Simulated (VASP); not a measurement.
# PdPt2Se3 (P6/mmm) in VASP: a series of runs

The runs below take PdPt2Se3 through single point, relaxation of cell and atoms, with PBE.

Everything below comes from runs of VASP 6.6.1. Logs are shortened: lines on timing, memory, paths and dates and some standing lists are left out, and cuts for length are marked.

### 1 The cell of the first run

The structure is hexagonal, space group P6/mmm (No. 191). Conventional cell: a = 6.309 Å, b = 6.309 Å, c = 3.709 Å, α = 90.00°, β = 90.00°, γ = 120.00°. Within 4.8 Å of Pd (site symmetry 6/mmm) lie 6 Pt at 3.64 Å and 12 Se at 3.66 Å and 2 Pd at 3.71 Å. Within 3.4 Å of Pt (site symmetry -6m2) lie 6 Se at 2.60 Å. Within 3.4 Å of Se (site symmetry mmm) lie 4 Pt at 2.60 Å and 4 Se at 3.15 Å.

The cell was generated, and may not be a known phase.

### 2 Single point, PBE

INCAR

```
SYSTEM = PdPt2Se3
PREC     = Accurate       ! precision mode
ENCUT    = 520            ! plane-wave cutoff, eV
EDIFF    = 1E-6           ! SCF threshold, eV
ISMEAR   = 0              ! smearing method
SIGMA    = 0.1            ! smearing width, eV
LREAL    = .FALSE.        ! projectors in reciprocal space
LASPH    = .TRUE.         ! aspherical terms in the spheres
NELM     = 100            ! most SCF steps
ALGO     = Normal         ! electronic algorithm
ISIF     = 2              ! what is computed and relaxed
LWAVE    = .FALSE.        ! write WAVECAR
LCHARG   = .TRUE.         ! write CHGCAR
GGA      = PE             ! functional
LELF     = .TRUE.         ! ELF
LVHAR    = .TRUE.       
NBANDS   = 33             ! bands
```

KPOINTS

```
Automatic mesh
0
G
  3 3 6
  0 0 0
```

POSCAR

```
PdPt2Se3
1.0
    6.3090639400      0.0000000000      0.0000000000
   -3.1545319700      5.4638096500      0.0000000000
    0.0000000000      0.0000000000      3.7085333400
Pd Pt Se
1 2 3
Direct
    0.0000000000      0.0000000000      0.5000000000
    0.3333333300      0.6666666700      0.5000000000
    0.6666666700      0.3333333300      0.5000000000
    0.0000000000      0.5000000000      0.0000000000
    0.5000000000      0.0000000000      0.0000000000
    0.5000000000      0.5000000000      0.0000000000
```

Potentials or basis: VASP PAW PBE potentials, release 64 (Pd, Pt, Se).

Launch:

```
$ cat potpaw_PBE.64/Pd/POTCAR potpaw_PBE.64/Pt/POTCAR potpaw_PBE.64/Se/POTCAR > POTCAR
$ mpirun -np 1 vasp_std > vasp.out
```

OUTCAR:

```text
SYSTEM = PdPt2Se3
   PREC = Accurate
   ENCUT = 520
   EDIFF = 1E-6
   ISMEAR = 0
   LREAL = .FALSE.
   LASPH = .TRUE.
   NELM = 100
   ISIF = 2
   GGA = PE

 ion  position               nearest neighbor table
   1  0.000  0.000  0.500-
   2  0.333  0.667  0.500-   4 2.60   4 2.60   5 2.60   5 2.60   6 2.60   6 2.60
   3  0.667  0.333  0.500-   4 2.60   4 2.60   5 2.60   5 2.60   6 2.60   6 2.60
   4  0.000  0.500  0.000-   2 2.60   3 2.60   2 2.60   3 2.60
   5  0.500  0.000  0.000-   2 2.60   3 2.60   2 2.60   3 2.60
   6  0.500  0.500  0.000-   2 2.60   3 2.60   2 2.60   3 2.60

  LATTYP: Found a hexagonal cell.
 ALAT       =     6.3090639400
 C/A-ratio  =     0.5878103908

  Lattice vectors:

 A1 = (   6.3090639400,   0.0000000000,   0.0000000000)
 A2 = (  -3.1545319700,   5.4638096500,   0.0000000000)
 A3 = (   0.0000000000,   0.0000000000,   3.7085333400)

Analysis of symmetry for initial positions (statically):
=====================================================================
 Subroutine PRICEL returns:
 Original cell was already a primitive cell.

 Routine SETGRP: Setting up the symmetry group for a
 hexagonal supercell.

 Subroutine GETGRP returns: Found 24 space group operations
 (whereof 24 operations were pure point group operations)
 out of a pool of 24 trial point group operations.

The static configuration has the point symmetry D_6h.

Analysis of symmetry for dynamics (positions and initial velocities):
=====================================================================
 Subroutine PRICEL returns:
 Original cell was already a primitive cell.

 Routine SETGRP: Setting up the symmetry group for a
 hexagonal supercell.

 Subroutine GETGRP returns: Found 24 space group operations
 (whereof 24 operations were pure point group operations)
 out of a pool of 24 trial point group operations.

The dynamic configuration has the point symmetry D_6h.

 Subroutine INISYM returns: Found 24 space group operations
 (whereof 24 operations are pure point group operations),
 and found     1 'primitive' translations

----------------------------------------------------------------------------------------

                                     Primitive cell

  volume of cell :     127.8388

  direct lattice vectors                    reciprocal lattice vectors
     6.309063940  0.000000000  0.000000000     0.158502118  0.091511241  0.000000000
    -3.154531970  5.463809650  0.000000000     0.000000000  0.183022481  0.000000000
     0.000000000  0.000000000  3.708533340     0.000000000  0.000000000  0.269648378

  length of vectors
     6.309063940  6.309063943  3.708533340     0.183022481  0.183022481  0.269648378

  position of ions in fractional coordinates (direct lattice)
     0.000000000  0.000000000  0.500000000
     0.333333330  0.666666670  0.500000000
     0.666666670  0.333333330  0.500000000
     0.000000000  0.500000000  0.000000000
     0.500000000  0.000000000  0.000000000
     0.500000000  0.500000000  0.000000000

  ion indices of the primitive-cell ions
   primitive index   ion index
                 1           1
                 2           2
                 3           3
                 4           4
                 5           5
                 6           6

----------------------------------------------------------------------------------------

 KPOINTS: Automatic mesh

Automatic generation of k-mesh.
 Grid dimensions read from file:
 generate k-points for:    3    3    6

 Generating k-lattice:

  Cartesian coordinates                     Fractional coordinates (reciprocal lattice)
     0.052834039  0.030503747  0.000000000     0.333333333  0.000000000  0.000000000
     0.000000000  0.061007494  0.000000000     0.000000000  0.333333333  0.000000000
     0.000000000  0.000000000  0.044941396     0.000000000  0.000000000  0.166666667

  Length of vectors
     0.061007494  0.061007494  0.044941396

  Shift w.r.t. Gamma in fractional coordinates (k-lattice)
     0.000000000  0.000000000  0.000000000

 Subroutine IBZKPT returns following result:
 ===========================================

 Found     12 irreducible k-points:

 Following reciprocal coordinates:
            Coordinates               Weight
  0.000000  0.000000  0.000000      1.000000
  0.333333  0.000000  0.000000      6.000000
  0.333333  0.333333  0.000000      2.000000
  0.000000  0.000000  0.166667      2.000000
  0.333333  0.000000  0.166667     12.000000
  0.333333  0.333333  0.166667      4.000000
  0.000000  0.000000  0.333333      2.000000
  0.333333  0.000000  0.333333     12.000000
  0.333333  0.333333  0.333333      4.000000
  0.000000  0.000000  0.500000      1.000000
  0.333333  0.000000  0.500000      6.000000
  0.333333  0.333333  0.500000      2.000000
   k-points           NKPTS =     12   k-points in BZ     NKDIM =     12   number of bands    NBANDS=     33
   number of dos      NEDOS =    301   number of ions     NIONS =      6
   total plane-waves  NPLWV =  64512
   dimension x,y,z NGX =    48 NGY =   48 NGZ =   28
   dimension x,y,z NGXF=    96 NGYF=   96 NGZF=   56
   ions per type =               1   2   3
   NGX,Y,Z   is equivalent  to a cutoff of  12.65, 12.65, 12.55 a.u.
   NGXF,Y,Z  is equivalent  to a cutoff of  25.30, 25.30, 25.10 a.u.
 SYSTEM =  PdPt2Se3
   PREC   = accura    normal or accurate (medium, high low for compatibility)
   ISTART =      0    job   : 0-new  1-cont  2-samecut
   ICHARG =      2    charge: 1-file 2-atom 10-const
   ISPIN  =      1    spin polarized calculation?
   LNONCOLLINEAR =      F non collinear calculations
   LSORBIT =      F    spin-orbit coupling
   LASPH  =      T    aspherical Exc in radial PAW
   ENCUT  =  520.0 eV  38.22 Ry    6.18 a.u.  11.73 11.73  6.90*2*pi/ulx,y,z
   NELM   =    100;   NELMIN=  2; NELMDL= -5     # of ELM steps
   EDIFF  = 0.1E-05   stopping-criterion for ELM
   LREAL  =      F    real-space projection
   EDIFFG = 0.1E-04   stopping-criterion for IOM
   NSW    =      0    number of steps for IOM
   IBRION =     -1    ionic relax: 0-MD 1-quasi-New 2-CG
   NFREE  =      0    steps in history (QN), initial steepest desc. (CG)
   ISIF   =      2    stress and relaxation
   ISYM   =      2    0-nonsym 1-usesym 2-fastsym
   POTIM  = 0.5000    time-step for ionic-motion
   TEBEG  =    0.0;   TEEND  =   0.0 temperature during run
   PSTRESS=    0.0 pullay stress
   NELECT =      48.0000    total number of electrons
   NUPDOWN=      -1.0000    fix difference up-down
   EMIN   =  10.00;   EMAX   =-10.00  energy-range for DOS
   EFERMI =   0.00;   METHOD = LEGACY
   ISMEAR =     0;   SIGMA  =   0.10  broadening in eV -4-tet -1-fermi 0-gaus
   EFERMI_NEDOS =   21; number of points for ismear=-14 and -15
   IALGO  =     38    algorithm
   IMIX   =      4    mixing-type and parameters
     AMIX     =   0.40;   BMIX     =  1.00
     AMIX_MAG =   1.60;   BMIX_MAG =  1.00
  volume/ion in A,a.u.               =      21.31       143.78
  Fermi-wavevector in a.u.,A,eV,Ry     =   1.181048  2.231858 18.978430  1.394875
  Thomas-Fermi vector in A             =   2.317329
   LORBIT       =      0    0 simple, 1 ext, 2 COOP (PROOUT), +10 PAW based schemes
   GGA     = PE    functional components
   LHFCALC =     F    Hartree Fock is set to
   AEXX    =    0.0000 exact exchange contribution
   IVDW    =     0    specifies the selected vdW correction
   LEPSILON=     F    determine dielectric tensor
   LRPA    =     F    only Hartree local field effects (RPA)
 non-spin polarized calculation
 Gauss-broadening in eV      SIGMA  =   0.10
  energy-cutoff  :      520.00
  volume of cell :      127.84
 maximum number of plane-waves:      3486
 NGX is ok and might be reduce to    48
   NGX = 23   NGY = 23   NGZ = 13

 number of electron      48.0000000 magnetization

 Free energy of the ion-electron system (eV)
  ---------------------------------------------------
  ext. energy  EPLUGINS =         0.00000000
  ---------------------------------------------------
  free energy    TOTEN  =       -25.10812000 eV

  energy without entropy =      -25.08591618  energy(sigma->0) =      -25.09701809

 E-fermi :   5.5369     XC(G=0): -10.5842

 val. band max:        5.4809089960   @ k =   0.3333   0.3333   0.0000
 cond. band min:       5.5376309409   @ k =   0.0000   0.0000   0.5000
 fundamental gap:      0.0567219449
 Fermi energy:         5.5368924595

 k-point     1 :       0.0000    0.0000    0.0000
  band No.  band energies     occupation
      1      -9.5917      2.00000
      2      -7.4757      2.00000
      3      -7.4757      2.00000
      4      -2.9867      2.00000
      5       0.4662      2.00000
      6       0.4662      2.00000
[... 25 lines left out ...]
     32      12.0203      0.00000
     33      12.6089      0.00000

 k-point     2 :       0.3333    0.0000    0.0000
  band No.  band energies     occupation
      1      -9.2720      2.00000
      2      -8.1331      2.00000
      3      -7.4896      2.00000
      4      -1.9023      2.00000
      5       0.3295      2.00000
      6       0.4407      2.00000
[... 25 lines left out ...]
     32      11.6496      0.00000
     33      13.7867      0.00000

 k-point     3 :       0.3333    0.3333    0.0000
  band No.  band energies     occupation
      1      -8.7671      2.00000
      2      -8.7671      2.00000
      3      -7.5107      2.00000
      4      -0.5706      2.00000
      5      -0.5706      2.00000
      6       0.4233      2.00000
[... 25 lines left out ...]
     32      11.2724      0.00000
     33      11.7961      0.00000

 k-point     4 :       0.0000    0.0000    0.1667
  band No.  band energies     occupation
      1      -9.3938      2.00000
      2      -7.4618      2.00000
      3      -7.4618      2.00000
      4      -2.5966      2.00000
      5       0.3957      2.00000
      6       0.3957      2.00000
[... 241 lines left out ...]
     32       9.1628      0.00000
     33      11.7905      0.00000

 k-point    11 :       0.3333    0.0000    0.5000
  band No.  band energies     occupation
      1      -8.4447      2.00000
      2      -7.7494      2.00000
      3      -7.4429      2.00000
      4      -1.4573      2.00000
      5      -0.5353      2.00000
      6      -0.2924      2.00000
[... 25 lines left out ...]
     32      10.5660      0.00000
     33      13.0624      0.00000

 k-point    12 :       0.3333    0.3333    0.5000
  band No.  band energies     occupation
      1      -8.1179      2.00000
      2      -8.1179      2.00000
      3      -7.4658      2.00000
      4      -0.9088      2.00000
      5      -0.9088      2.00000
      6      -0.1824      2.00000
[... 25 lines left out ...]
     32      12.2941      0.00000
     33      12.2941      0.00000

------------------------ aborting loop because EDIFF is reached ----------------------------------------

  FORCE on cell =-STRESS in cart. coord.  units (eV):
  Direction    XX          YY          ZZ          XY          YZ          ZX
  --------------------------------------------------------------------------------------
  -------------------------------------------------------------------------------------
  Total        0.6649704      0.6649704     -0.4617663      0.0000000     -0.0000000      0.0000000
  in kB        8.3339366      8.3339366     -5.7872220      0.0000000     -0.0000000      0.0000000
  external PRESSURE =       3.6268837 kB  Pullay stress =       0.0000000 kB

 VOLUME and BASIS-vectors are now :
 -----------------------------------------------------------------------------
  energy-cutoff  :      520.00
  volume of cell :      127.84
      direct lattice vectors                 reciprocal lattice vectors
     6.309063940  0.000000000  0.000000000     0.158502118  0.091511241  0.000000000
    -3.154531970  5.463809650  0.000000000     0.000000000  0.183022481  0.000000000
     0.000000000  0.000000000  3.708533340     0.000000000  0.000000000  0.269648378

 POSITION                                       TOTAL-FORCE (eV/Angst)
 -----------------------------------------------------------------------------------
      0.00000      0.00000      1.85427         0.000000      0.000000      0.000000
     -0.00000      3.64254      1.85427        -0.000000      0.000000     -0.000000
      3.15453      1.82127      1.85427         0.000000     -0.000000      0.000000
     -1.57727      2.73190      0.00000         0.000000      0.000000      0.000000
      3.15453      0.00000      0.00000         0.000000      0.000000      0.000000
      1.57727      2.73190      0.00000         0.000000      0.000000      0.000000
 -----------------------------------------------------------------------------------
    total drift:                               -0.000000      0.000000      0.000000

  FREE ENERGIE OF THE ION-ELECTRON SYSTEM (eV)
  ---------------------------------------------------
  free  energy   TOTEN  =       -25.1081199967 eV

  energy  without entropy=      -25.0859161846  energy(sigma->0) =      -25.09701809
```

It took 29 s on 1 thread of AMD EPYC 9R45 (Zen 5), shared host; peak memory 0.23 GiB.

What came out:

```yaml
Free_energy: -25.1081 eV
Pressure: 0.4 GPa
Band_gap_on_the_k_mesh: zero (bands 24 and 25 overlap by 0.87 eV)
```

Levels at points of the mesh, in eV from the Fermi level:
```
           k point  band 21  band 22  band 23  band 24  band 25  band 26  band 27  band 28
(0.00, 0.00, 0.00)    -0.55    -0.55     0.03     0.35     1.24     1.24     1.77     2.49
(0.00, 0.00, 0.50)    -0.34    -0.14    -0.14     0.00     0.00     0.44     2.88     3.11
```

Caveat: the k points lie up to 0.38 Å⁻¹ apart, too coarse for converged energies and pressures of a metal; spin-orbit coupling is left out, which moves the levels of the heavy elements.

(Part 1 of 2 ends here.)

The gap in the log of VASP goes by the Fermi energy; the results here count the filled bands.